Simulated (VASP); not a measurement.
# Al2Cu (I4/mcm) in VASP: notebook

Al2Cu is run at these levels: r2SCAN, PBE; tasks: single point, relaxation of cell and atoms.

Program: VASP 6.6.1. These are calculated values, not measurements. Logs are shortened: lines on timing, memory, paths and dates and some standing lists are left out, and cuts for length are marked.

**1. The cell of the first run**

It takes space group I4/mcm (No. 140, tetragonal). The conventional cell has a = 6.095 Å, b = 6.095 Å, c = 4.840 Å, α = 90.00°, β = 90.00°, γ = 90.00°. Within 3.4 Å of Al (site symmetry m2m) lie 4 Cu at 2.59 Å and 11 Al at 2.74 to 3.24 Å. Within 3.2 Å of Cu (site symmetry 422) lie 2 Cu at 2.42 Å and 8 Al at 2.59 Å.

**2. Single point, r2SCAN**

POSCAR reads:

```
Al2Cu
1.0
   -3.0474548700      3.0474548700      2.4198555000
    3.0474548700     -3.0474548700      2.4198555000
    3.0474548700      3.0474548700     -2.4198555000
Al Cu
4 2
Direct
    0.6592296057      0.1592296057      0.8184592113
    0.1592296057      0.3407703943      0.5000000000
    0.3407703943      0.8407703943      0.1815407887
    0.8407703943      0.6592296057      0.5000000000
    0.2500000000      0.2500000000      0.0000000000
    0.7500000000      0.7500000000      0.0000000000
```

INCAR.step1 reads:

```
PREC = Accurate
ENCUT = 520
ISMEAR = -1
SIGMA = 0.1
LREAL = F
LASPH = T
NELM = 100
NBANDS = 26
GGA = PE
ALGO = Normal
EDIFF = 1E-4
LWAVE = T
LCHARG = F
```

INCAR.step2 reads:

```
PREC = Accurate
ENCUT = 520
EDIFF = 1E-6
ISMEAR = -1
SIGMA = 0.1
LREAL = F
LASPH = T
NELM = 100
ALGO = Normal
ISIF = 2
LWAVE = F
LCHARG = F
METAGGA = R2SCAN
LMIXTAU = T
NBANDS = 26
ISTART = 1
```

KPOINTS reads:

```
Automatic mesh
0
Gamma
  9 9 9
```

Potentials or basis: VASP PAW PBE potentials, release 64 (Al, Cu).

On the command line:

```console
$ cat potpaw_PBE.64/Al/POTCAR potpaw_PBE.64/Cu/POTCAR > POTCAR
$ cp INCAR.step1 INCAR
$ mpirun -np 1 vasp_std > vasp.out
$ cp INCAR.step2 INCAR
$ mpirun -np 1 vasp_std > vasp.out
```

OUTCAR:

```text
PREC = Accurate
   ENCUT = 520
   EDIFF = 1E-6
   ISMEAR = -1
   LREAL = F
   LASPH = T
   NELM = 100
   ISIF = 2
   METAGGA = R2SCAN
   ISTART = 1

 ion  position               nearest neighbor table
   1  0.659  0.159  0.818-   5 2.59   6 2.59   5 2.59   6 2.59   3 2.74   3 2.88   3 2.88   4 3.10
                             2 3.10   2 3.10   4 3.10   4 3.24   2 3.24   2 3.24   4 3.24
   2  0.159  0.341  0.500-   6 2.59   5 2.59   5 2.59   6 2.59   4 2.74   4 2.88   4 2.88   3 3.10
                             1 3.10   1 3.10   3 3.10   1 3.24   3 3.24   1 3.24   3 3.24
   3  0.341  0.841  0.182-   5 2.59   6 2.59   5 2.59   6 2.59   1 2.74   1 2.88   1 2.88   2 3.10
                             4 3.10   4 3.10   2 3.10   4 3.24   2 3.24   4 3.24   2 3.24
   4  0.841  0.659  0.500-   5 2.59   6 2.59   6 2.59   5 2.59   2 2.74   2 2.88   2 2.88   3 3.10
                             1 3.10   1 3.10   3 3.10   1 3.24   3 3.24   3 3.24   1 3.24
   5  0.250  0.250  0.000-   6 2.42   6 2.42   4 2.59   2 2.59   4 2.59   2 2.59   1 2.59   3 2.59
                             3 2.59   1 2.59
   6  0.750  0.750  0.000-   5 2.42   5 2.42   2 2.59   4 2.59   2 2.59   4 2.59   3 2.59   1 2.59
                             1 2.59   3 2.59

  LATTYP: Found a body centered tetragonal cell.
 ALAT       =     6.0949097400
 C/A-ratio  =     0.7940578625

  Lattice vectors:

 A1 = (  -3.0474548700,   3.0474548700,   2.4198555000)
 A2 = (   3.0474548700,  -3.0474548700,   2.4198555000)
 A3 = (   3.0474548700,   3.0474548700,  -2.4198555000)

Analysis of symmetry for initial positions (statically):
=====================================================================
 Subroutine PRICEL returns:
 Original cell was already a primitive cell.

 Routine SETGRP: Setting up the symmetry group for a
 body centered tetragonal supercell.

 Subroutine GETGRP returns: Found 16 space group operations
 (whereof  8 operations were pure point group operations)
 out of a pool of 16 trial point group operations.

The static configuration has the point symmetry C_4h.
 The point group associated with its full space group is D_4h.

Analysis of symmetry for dynamics (positions and initial velocities):
=====================================================================
 Subroutine PRICEL returns:
 Original cell was already a primitive cell.

 Routine SETGRP: Setting up the symmetry group for a
 body centered tetragonal supercell.

 Subroutine GETGRP returns: Found 16 space group operations
 (whereof  8 operations were pure point group operations)
 out of a pool of 16 trial point group operations.

The dynamic configuration has the point symmetry C_4h.
 The point group associated with its full space group is D_4h.

 Subroutine INISYM returns: Found 16 space group operations
 (whereof  8 operations are pure point group operations),
 and found     1 'primitive' translations

----------------------------------------------------------------------------------------

                                     Primitive cell

  volume of cell :      89.8926

  direct lattice vectors                    reciprocal lattice vectors
    -3.047454870  3.047454870  2.419855500     0.000000000  0.164071339  0.206623908
     3.047454870 -3.047454870  2.419855500     0.164071339  0.000000000  0.206623908
     3.047454870  3.047454870 -2.419855500     0.164071339  0.164071339  0.000000000

  length of vectors
     4.942637253  4.942637253  4.942637253     0.263842460  0.263842460  0.232031912

  position of ions in fractional coordinates (direct lattice)
     0.659229606  0.159229606  0.818459211
     0.159229606  0.340770394  0.500000000
     0.340770394  0.840770394  0.181540789
     0.840770394  0.659229606  0.500000000
     0.250000000  0.250000000  0.000000000
     0.750000000  0.750000000  0.000000000

  ion indices of the primitive-cell ions
   primitive index   ion index
                 1           1
                 2           2
                 3           3
                 4           4
                 5           5
                 6           6

----------------------------------------------------------------------------------------

 KPOINTS: Automatic mesh

Automatic generation of k-mesh.
 Grid dimensions read from file:
 generate k-points for:    9    9    9

 Generating k-lattice:

  Cartesian coordinates                     Fractional coordinates (reciprocal lattice)
     0.000000000  0.018230149  0.022958212     0.111111111  0.000000000 -0.000000000
     0.018230149  0.000000000  0.022958212     0.000000000  0.111111111 -0.000000000
     0.018230149  0.018230149  0.000000000     0.000000000  0.000000000  0.111111111

  Length of vectors
     0.029315829  0.029315829  0.025781324

  Shift w.r.t. Gamma in fractional coordinates (k-lattice)
     0.000000000  0.000000000  0.000000000

 Subroutine IBZKPT returns following result:
 ===========================================

 Found     75 irreducible k-points:

 Following reciprocal coordinates:
            Coordinates               Weight
  0.000000  0.000000  0.000000      1.000000
  0.111111  0.000000 -0.000000      8.000000
  0.222222 -0.000000  0.000000      8.000000
  0.333333  0.000000  0.000000      8.000000
  0.444444 -0.000000  0.000000      8.000000
  0.111111  0.111111  0.000000      8.000000
[... 16 lines left out ...]
 -0.333333  0.333333  0.000000      4.000000
  0.444444  0.444444  0.000000      8.000000
 [... further k-points ...]
   k-points           NKPTS =     75   k-points in BZ     NKDIM =     75   number of bands    NBANDS=     26
   number of dos      NEDOS =    301   number of ions     NIONS =      6
   total plane-waves  NPLWV =  64000
   dimension x,y,z NGX =    40 NGY =   40 NGZ =   40
   dimension x,y,z NGXF=    80 NGYF=   80 NGZF=   80
   ions per type =               4   2
   NGX,Y,Z   is equivalent  to a cutoff of  13.45, 13.45, 13.45 a.u.
   NGXF,Y,Z  is equivalent  to a cutoff of  26.91, 26.91, 26.91 a.u.
 SYSTEM =  unknown system
   PREC   = accura    normal or accurate (medium, high low for compatibility)
   ISTART =      1    job   : 0-new  1-cont  2-samecut
   ICHARG =      0    charge: 1-file 2-atom 10-const
   ISPIN  =      1    spin polarized calculation?
   LNONCOLLINEAR =      F non collinear calculations
   LSORBIT =      F    spin-orbit coupling
   LASPH  =      T    aspherical Exc in radial PAW
   ENCUT  =  520.0 eV  38.22 Ry    6.18 a.u.   9.19  9.19  9.19*2*pi/ulx,y,z
   NELM   =    100;   NELMIN=  2; NELMDL=  0     # of ELM steps
   EDIFF  = 0.1E-05   stopping-criterion for ELM
   LREAL  =      F    real-space projection
   EDIFFG = 0.1E-04   stopping-criterion for IOM
   NSW    =      0    number of steps for IOM
   IBRION =     -1    ionic relax: 0-MD 1-quasi-New 2-CG
   NFREE  =      0    steps in history (QN), initial steepest desc. (CG)
   ISIF   =      2    stress and relaxation
   ISYM   =      2    0-nonsym 1-usesym 2-fastsym
   POTIM  = 0.5000    time-step for ionic-motion
   TEBEG  =    0.0;   TEEND  =   0.0 temperature during run
   PSTRESS=    0.0 pullay stress
   NELECT =      34.0000    total number of electrons
   NUPDOWN=      -1.0000    fix difference up-down
   EMIN   =  10.00;   EMAX   =-10.00  energy-range for DOS
   EFERMI =   0.00;   METHOD = LEGACY
   ISMEAR =    -1;   SIGMA  =   0.10  broadening in eV -4-tet -1-fermi 0-gaus
   EFERMI_NEDOS =   21; number of points for ismear=-14 and -15
   IALGO  =     38    algorithm
   IMIX   =      4    mixing-type and parameters
     AMIX     =   0.40;   BMIX     =  1.00
     AMIX_MAG =   1.60;   BMIX_MAG =  1.00
  volume/ion in A,a.u.               =      14.98       101.10
  Fermi-wavevector in a.u.,A,eV,Ry     =   1.183931  2.237306 19.071193  1.401693
  Thomas-Fermi vector in A             =   2.320156
   LORBIT       =      0    0 simple, 1 ext, 2 COOP (PROOUT), +10 PAW based schemes
   METAGGA = R2SCAN    functional components
   LHFCALC =     F    Hartree Fock is set to
   AEXX    =    0.0000 exact exchange contribution
   IVDW    =     0    specifies the selected vdW correction
   LEPSILON=     F    determine dielectric tensor
   LRPA    =     F    only Hartree local field effects (RPA)
 non-spin polarized calculation
  energy-cutoff  :      520.00
  volume of cell :       89.89
 maximum number of plane-waves:      2445
 NGX is ok and might be reduce to    40
   NGX = 19   NGY = 19   NGZ = 19

 number of electron      33.9999988 magnetization

 Free energy of the ion-electron system (eV)
  ---------------------------------------------------
  ext. energy  EPLUGINS =         0.00000000
  ---------------------------------------------------
  free energy    TOTEN  =       -49.53012476 eV

  energy without entropy =      -49.46922236  energy(sigma->0) =      -49.49967356

 E-fermi :   7.8628     XC(G=0): -11.6853

 val. band max:        7.8443862855   @ k =  -0.2222  -0.2222   0.2222
 cond. band min:       7.8701879722   @ k =  -0.1111  -0.2222   0.1111
 fundamental gap:      0.0258016867
 Fermi energy:         7.8628068368

 k-point     1 :       0.0000    0.0000    0.0000
  band No.  band energies     occupation
      1      -3.4929      2.00000
      2       2.3291      2.00000
      3       2.5801      2.00000
      4       2.5802      2.00000
      5       2.6024      2.00000
      6       3.5158      2.00000
[... 18 lines left out ...]
     25      13.3304      0.00000
     26      13.8597      0.00000

 k-point     2 :       0.1111    0.0000   -0.0000
  band No.  band energies     occupation
      1      -3.3555      2.00000
      2       2.3086      2.00000
      3       2.5426      2.00000
      4       2.5686      2.00000
      5       2.6268      2.00000
      6       3.4892      2.00000
[... 18 lines left out ...]
     25      13.4832      0.00000
[... 608 lines left out ...]
     25      12.2153      0.00000
     26      16.1088      0.00000

 k-point    24 :       0.4444    0.4444    0.0000
  band No.  band energies     occupation
      1      -1.3558      2.00000
      2      -1.2026      2.00000
      3       2.2525      2.00000
      4       2.7575      2.00000
      5       2.9491      2.00000
      6       3.0133      2.00000
[... 18 lines left out ...]
     25      14.5621      0.00000
     26      14.9965      0.00000

 [... further k-points ...]

------------------------ aborting loop because EDIFF is reached ----------------------------------------

  FORCE on cell =-STRESS in cart. coord.  units (eV):
  Direction    XX          YY          ZZ          XY          YZ          ZX
  --------------------------------------------------------------------------------------
  -------------------------------------------------------------------------------------
  Total       -2.4297664     -2.4297664     -2.2143858      0.0000000     -0.0000000      0.0000000
  in kB      -43.3063030    -43.3063030    -39.4675242      0.0000000     -0.0000000      0.0000000
  external PRESSURE =     -42.0267101 kB  Pullay stress =       0.0000000 kB

 VOLUME and BASIS-vectors are now :
 -----------------------------------------------------------------------------
  energy-cutoff  :      520.00
  volume of cell :       89.89
      direct lattice vectors                 reciprocal lattice vectors
    -3.047454870  3.047454870  2.419855500     0.000000000  0.164071339  0.206623908
     3.047454870 -3.047454870  2.419855500     0.164071339  0.000000000  0.206623908
     3.047454870  3.047454870 -2.419855500     0.164071339  0.164071339  0.000000000

 POSITION                                       TOTAL-FORCE (eV/Angst)
 -----------------------------------------------------------------------------------
      0.97049      4.01794      0.00000         0.001893      0.001893      0.000000
      2.07696      0.97049      0.00000        -0.001893      0.001893      0.000000
      2.07696     -0.97049      2.41986        -0.001893     -0.001893     -0.000000
      0.97049      2.07696      2.41986         0.001893     -0.001893     -0.000000
      0.00000      0.00000      1.20993        -0.000000      0.000000     -0.000000
      0.00000      0.00000      3.62978         0.000000      0.000000     -0.000000
 -----------------------------------------------------------------------------------
    total drift:                               -0.000000     -0.000000      0.000000

  FREE ENERGIE OF THE ION-ELECTRON SYSTEM (eV)
  ---------------------------------------------------
  free  energy   TOTEN  =       -49.5301247601 eV

  energy  without entropy=      -49.4692223587  energy(sigma->0) =      -49.49967356
```

It took 9 min on 1 thread of Intel Xeon Platinum 8559C (Emerald Rapids), shared host; peak memory 0.35 GiB.

What came out:

- Free energy: -49.5301 eV
- Pressure: -4.2 GPa
- Band gap on the k mesh: zero (bands 17 and 18 overlap by 4.26 eV)

Forces in eV/Å, atoms in the order of the input:
```
Al   0.002  0.002  0.000
Al  -0.002  0.002  0.000
Al  -0.002 -0.002  0.000
Al   0.002 -0.002  0.000
Cu   0.000  0.000  0.000
Cu   0.000  0.000  0.000
```

Caveat: the cell stands under tension; the PAW data sets were made with another functional, which shifts forces and pressure a little.

**3. Single point, r2SCAN**

This run uses another cell than the first one, of 15.27 Å³/atom.

POSCAR reads:

```
Al2Cu
1.0
   -3.0668659300      3.0668659300      2.4352690100
    3.0668659300     -3.0668659300      2.4352690100
    3.0668659300      3.0668659300     -2.4352690100
Al Cu
4 2
Direct
    0.6594332452      0.1594332452      0.8188664904
    0.1594332452      0.3405667548      0.5000000000
    0.3405667548      0.8405667548      0.1811335096
    0.8405667548      0.6594332452      0.5000000000
    0.2500000000      0.2500000000      0.0000000000
    0.7500000000      0.7500000000      0.0000000000
```

INCAR.step1 reads:

```
SYSTEM = Al2Cu
  PREC = Accurate
  ENCUT = 520
  ISMEAR = -1
  SIGMA = 0.1
  LREAL = .FALSE.
  LASPH = .TRUE.
  NELM = 100
  NBANDS = 26
  GGA = PE
  ALGO = Normal
  EDIFF = 1E-4
  LWAVE = .TRUE.
  LCHARG = .FALSE.
```

INCAR.step2 reads:

```
SYSTEM = Al2Cu
  PREC = Accurate
  ENCUT = 520
  EDIFF = 1E-7
  ISMEAR = -1
  SIGMA = 0.1
  LREAL = .FALSE.
  LASPH = .TRUE.
  NELM = 100
  ALGO = Normal
  ISIF = 2
  LWAVE = .FALSE.
  LCHARG = .FALSE.
  METAGGA = R2SCAN
  LMIXTAU = .TRUE.
  NBANDS = 26
  ISTART = 1
```

KPOINTS reads:

```
Automatic mesh
0
G
  9 9 9
  0 0 0
```

Potentials or basis: VASP PAW PBE potentials, release 64 (Al, Cu).

On the command line:

```console
$ cat potpaw_PBE.64/Al/POTCAR potpaw_PBE.64/Cu/POTCAR > POTCAR
$ cp INCAR.step1 INCAR
$ mpirun -np 1 vasp_std > vasp.out
$ cp INCAR.step2 INCAR
$ mpirun -np 1 vasp_std > vasp.out
```

Run time: 12 min. Hardware: 1 thread of Intel Xeon Platinum 8559C (Emerald Rapids), shared host; peak memory 0.35 GiB.

It converged, with:

- Free energy: -49.4756 eV
- Pressure: -5.9 GPa
- Band gap on the k mesh: zero (bands 17 and 18 overlap by 4.21 eV)

Forces in eV/Å, atoms in the order of the input:
```
Al   0.002  0.002  0.000
Al  -0.002  0.002  0.000
Al  -0.002 -0.002  0.000
Al   0.002 -0.002  0.000
Cu   0.000  0.000  0.000
Cu   0.000  0.000  0.000
```

Stress tensor (GPa, compression positive):
```
-6.04  0.00  0.00
 0.00 -6.04  0.00
 0.00  0.00 -5.68
```

Levels at points of the mesh, in eV from the Fermi level:
| k point | band 15 | band 16 | band 17 | band 18 | band 19 | band 20 |
| --- | --- | --- | --- | --- | --- | --- |
| (0.00, 0.00, 0.00) | -1.34 | -1.25 | -1.25 | -0.92 | -0.15 | 0.05 |

Caveat: the cell stands under tension; the PAW data sets were made with another functional, which shifts forces and pressure a little.

(Continued in part 2 of 2.)

The gap in the log of VASP goes by the Fermi energy; the results here count the filled bands.